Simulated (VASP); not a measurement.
# NaCl (Fm-3m) in VASP: notebook, part 2 of 2

VASP 6.6.1.

**3. Relaxation of cell and atoms, PBE, target pressure 6.66 GPa, at which the enthalpy is minimised**

Input file INCAR:

```
SYSTEM = NaCl
  PREC = Accurate
  ENCUT = 600
  EDIFF = 1E-7
  ISMEAR = 0
  SIGMA = 0.02
  LREAL = .FALSE.
  LASPH = .TRUE.
  NELM = 100
  ALGO = Normal
  ISIF = 3
  LWAVE = .FALSE.
  LCHARG = .FALSE.
  GGA = PE
  IBRION = 2
  NSW = 100
  EDIFFG = -0.002
  PSTRESS = 66.6
```

Input file KPOINTS:

```
regular mesh
0
G
  8 8 8
  0 0 0
```

Input file POSCAR:

```
NaCl
1.0
    0.0000000000      2.6784744727      2.6784744727
    2.6784744727      0.0000000000      2.6784744727
    2.6784744727      2.6784744727      0.0000000000
Na Cl
1 1
Direct
    0.0000000000      0.0000000000      0.0000000000
    0.5000000000      0.5000000000      0.5000000000
```

Potentials or basis: VASP PAW PBE potentials, release 64 (Na_pv, Cl).

Run with:

```sh
> cat potpaw_PBE.64/Na_pv/POTCAR potpaw_PBE.64/Cl/POTCAR > POTCAR
> mpirun -np 1 vasp_std > vasp.out
```

OUTCAR:

```text
SYSTEM = NaCl
   PREC = Accurate
   ENCUT = 600
   EDIFF = 1E-7
   ISMEAR = 0
   LREAL = .FALSE.
   LASPH = .TRUE.
   NELM = 100
   ISIF = 3
   GGA = PE
   IBRION = 2
   NSW = 100
   EDIFFG = -0.002
   PSTRESS = 66.6

 ion  position               nearest neighbor table
   1  0.000  0.000  0.000-   2 2.68   2 2.68   2 2.68   2 2.68   2 2.68   2 2.68
   2  0.500  0.500  0.500-   1 2.68   1 2.68   1 2.68   1 2.68   1 2.68   1 2.68

  LATTYP: Found a face centered cubic cell.
 ALAT       =     5.3569489454

  Lattice vectors:

 A1 = (   0.0000000000,   2.6784744727,   2.6784744727)
 A2 = (   2.6784744727,   0.0000000000,   2.6784744727)
 A3 = (   2.6784744727,   2.6784744727,   0.0000000000)

Analysis of symmetry for initial positions (statically):
=====================================================================
 Subroutine PRICEL returns:
 Original cell was already a primitive cell.

 Routine SETGRP: Setting up the symmetry group for a
 face centered cubic supercell.

 Subroutine GETGRP returns: Found 48 space group operations
 (whereof 48 operations were pure point group operations)
 out of a pool of 48 trial point group operations.

The static configuration has the point symmetry O_h .
[... 226 lines left out ...]
      8       6.0316      0.00000
      9      11.4978      0.00000
     10      11.4978      0.00000
     11      11.4978      0.00000
[... 309 lines left out ...]
 k-point    24 :      -0.3750    0.2500    0.1250
  band No.  band energies     occupation
      1     -20.3602      2.00000
      2     -20.3278      2.00000
      3     -20.3204      2.00000
      4     -12.2293      2.00000
      5      -1.8392      2.00000
      6      -0.7348      2.00000
      7      -0.2873      2.00000
      8       8.9698      0.00000
      9      10.3511      0.00000
     10      11.2570      0.00000
     11      12.5476      0.00000

 [... further k-points ...]

------------------------ aborting loop because EDIFF is reached ----------------------------------------

  FORCE on cell =-STRESS in cart. coord.  units (eV):
  Direction    XX          YY          ZZ          XY          YZ          ZX
  --------------------------------------------------------------------------------------
  -------------------------------------------------------------------------------------
  Total        1.5980656      1.5980656      1.5980656     -0.0000000     -0.0000000      0.0000000
  in kB       66.5748526     66.5748526     66.5748526     -0.0000000     -0.0000000      0.0000000
  external PRESSURE =      -0.0251474 kB  Pullay stress =      66.6000000 kB

 VOLUME and BASIS-vectors are now :
 -----------------------------------------------------------------------------
  energy-cutoff  :      600.00
  volume of cell :       38.46
      direct lattice vectors                 reciprocal lattice vectors
    -0.000000000  2.679096302  2.679096302    -0.186630096  0.186630096  0.186630096
     2.679096302  0.000000000  2.679096302     0.186630096 -0.186630096  0.186630096
     2.679096302  2.679096302  0.000000000     0.186630096  0.186630096 -0.186630096

 POSITION                                       TOTAL-FORCE (eV/Angst)
 -----------------------------------------------------------------------------------
     -0.00000      2.67910      2.67910         0.000000      0.000000      0.000000
      2.67910      2.67910      2.67910         0.000000      0.000000     -0.000000
 -----------------------------------------------------------------------------------
    total drift:                                0.000000      0.000000      0.000000

  FREE ENERGIE OF THE ION-ELECTRON SYSTEM (eV)
  ---------------------------------------------------
  free  energy   TOTEN  =        -6.6419381059 eV

  energy  without entropy=       -6.6419381059  energy(sigma->0) =       -6.64193811

  enthalpy is  TOTEN    =        -5.0432688723 eV   P V=        1.5986692336

 reached required accuracy - stopping structural energy minimisation
```

OSZICAR:

```text
N       E                     dE             d eps       ncg     rms          rms(c)
DAV:   1     0.106722507250E+03    0.10672E+03   -0.81274E+03   638   0.148E+03
DAV:   2     0.199316653771E+01   -0.10473E+03   -0.97948E+02   720   0.318E+02
DAV:   3    -0.663204752502E+01   -0.86252E+01   -0.85598E+01   776   0.876E+01
[... 14 lines left out ...]
DAV:   1    -0.664197809239E+01   -0.11564E-02   -0.92984E-04   713   0.494E-01    0.422E-02
DAV:   2    -0.664194717020E+01    0.30922E-04   -0.49897E-05   698   0.844E-02    0.173E-02
DAV:   3    -0.664194005229E+01    0.71179E-05   -0.15218E-05   731   0.470E-02    0.834E-03
DAV:   4    -0.664193809315E+01    0.19591E-05   -0.45305E-07   710   0.793E-03    0.708E-04
DAV:   5    -0.664193810592E+01   -0.12772E-07   -0.61235E-08   349   0.205E-03
   2 F= -.50432689E+01 E0= -.50432689E+01  d E =-.352783E-05
```

Run time: 32 s. Hardware: 1 thread of Intel Xeon 8259CL, shared host; peak memory 0.16 GiB.

Results:

| Property | Result |
| --- | --- |
| Free energy | -6.6419 eV |
| Relaxed volume | 19.23 Å³/atom |
| Relaxed cell | a = 3.789 Å, b = 3.789 Å, c = 3.789 Å, α = 60.00°, β = 60.00°, γ = 60.00° |
| Space group after relaxing (to 0.1 Å) | Fm-3m (No. 225) |
| Energy change on relaxing (the run minimises the enthalpy) | -0.6 meV/atom |
| Ionic steps | 2 |
| Pressure after relaxing | 6.7 GPa |
| Band gap on the k mesh | 5.77 eV |

The path:
```
step  energy change (eV)  largest force (eV/Å)  pressure (GPa)  volume (Å³)
   1              0.0000                0.0000            6.70        38.43
   2             -0.0011                0.0000            6.66        38.46
```

Final structure:
```
Na Cl
1.0
     0.00000    2.67910    2.67910
     2.67910    0.00000    2.67910
     2.67910    2.67910    0.00000
Na Cl
1 1
Direct
  0.00000 0.00000 0.00000
  0.50000 0.50000 0.50000
```

Caveat: the cell is relaxed towards a set pressure, so the run minimises the enthalpy, not the energy.

**4. Relaxation of cell and atoms, PBE, target pressure 6.66 GPa, at which the enthalpy is minimised**

This run uses another cell than the first one, of 22.19 Å³/atom.

Input file INCAR:

```
SYSTEM = NaCl
PREC     = Accurate       ! precision mode
ENCUT    = 600            ! plane-wave cutoff, eV
EDIFF    = 1E-6           ! SCF threshold, eV
ISMEAR   = 0              ! smearing method
SIGMA    = 0.02           ! smearing width, eV
LREAL    = .FALSE.        ! projectors in reciprocal space
LASPH    = .TRUE.         ! aspherical terms in the spheres
NELM     = 80             ! most SCF steps
ALGO     = Normal         ! electronic algorithm
ISIF     = 3              ! what is computed and relaxed
LWAVE    = .FALSE.        ! write WAVECAR
LCHARG   = .FALSE.        ! write CHGCAR
GGA      = PE             ! functional
IBRION   = 2              ! ionic algorithm
NSW      = 100            ! ionic steps
EDIFFG   = -0.002         ! ionic threshold
PSTRESS  = 66.6
```

KPOINTS is that of step 3.

Input file POSCAR:

```
NaCl
1.0
    0.0000000000      2.8100000000      2.8100000000
    2.8100000000      0.0000000000      2.8100000000
    2.8100000000      2.8100000000      0.0000000000
Na Cl
1 1
Direct
    0.0000000000      0.0000000000      0.0000000000
    0.5000000000      0.5000000000      0.5000000000
```

Run with:

```sh
> cat potpaw_PBE.64/Na_pv/POTCAR potpaw_PBE.64/Cl/POTCAR > POTCAR
> mpirun -np 1 vasp_std > vasp.out
```

Run time: 74 s. Hardware: 1 thread of Intel Xeon 8259CL, shared host; peak memory 0.18 GiB.

The run converged. Its results:

```yaml
Free_energy: -6.6422 eV
Relaxed_volume: 19.23 Å³/atom
Relaxed_cell: a = 3.789 Å, b = 3.789 Å, c = 3.789 Å, α = 60.00°, β = 60.00°, γ = 60.00°
Space_group_after_relaxing_to_0.1_Å: Fm-3m (No. 225)
Energy_change_on_relaxing_the_run_minimises_the_enthalpy: +65.0 meV/atom
Ionic_steps: 6
Pressure_after_relaxing: 6.7 GPa
Band_gap_on_the_k_mesh: 5.77 eV
```

Step by step:
```tsv
step	energy change (eV)	largest force (eV/Å)	pressure (GPa)	volume (Å³)
1	0.0000	0.0000	1.05	44.38
2	0.0884	0.0000	5.26	39.57
3	0.1270	0.0000	6.63	38.53
4	0.1316	0.0000	6.75	38.41
5	0.1290	0.0000	6.63	38.48
6	0.1300	0.0000	6.67	38.45
```

Final structure:
```
Na Cl
1.0
     0.00000    2.67894    2.67894
     2.67894    0.00000    2.67894
     2.67894    2.67894    0.00000
Na Cl
1 1
Cartesian
  0.0000 0.0000 0.0000
  2.6789 2.6789 2.6789
```

Levels at points of the mesh, in eV from the valence-band top:
| k point | band 3 | band 4 | band 5 | band 6 | band 7 | band 8 | band 9 | band 10 | band 11 |
| --- | --- | --- | --- | --- | --- | --- | --- | --- | --- |
| (0.00, 0.00, 0.00) | -20.57 | -13.06 | 0.00 | 0.00 | 0.00 | 5.77 | 11.24 | 11.24 | 11.24 |
| (0.50, 0.00, 0.00) | -20.58 | -12.53 | -2.44 | -0.36 | -0.36 | 7.53 | 11.33 | 11.33 | 11.95 |
| (0.50, 0.50, 0.00) | -20.59 | -12.48 | -2.10 | -0.76 | -0.76 | 7.89 | 7.98 | 12.48 | 15.82 |

Caveat: the cell is relaxed towards a set pressure, so the run minimises the enthalpy, not the energy.

**5. Overview**

```csv
task,cell,cutoff (eV),gap on the mesh (eV),pressure (GPa)
single point,"a = 3.788 Å, angles 60.0°, 2 atoms",520,5.77,6.7
relaxation of cell and atoms,"relaxed to 6.66 GPa from a = 3.788 Å, angles 60.0°, 2 atoms",600,5.77,6.7
relaxation of cell and atoms,"relaxed to 6.66 GPa from a = 3.974 Å, angles 60.0°, 2 atoms",600,5.77,6.7
```

Alike in all rows: level PBE; potentials or basis VASP PAW PBE potentials, release 64 (Na_pv, Cl); no spin polarisation; k mesh 8 × 8 × 8; smearing gaussian 0.02 eV.

Caveats: the cell is relaxed towards a set pressure, so the run minimises the enthalpy, not the energy (at least some runs); the cell stands under pressure (at least some runs).

Absolute energies hang on the potentials; compare differences alone.
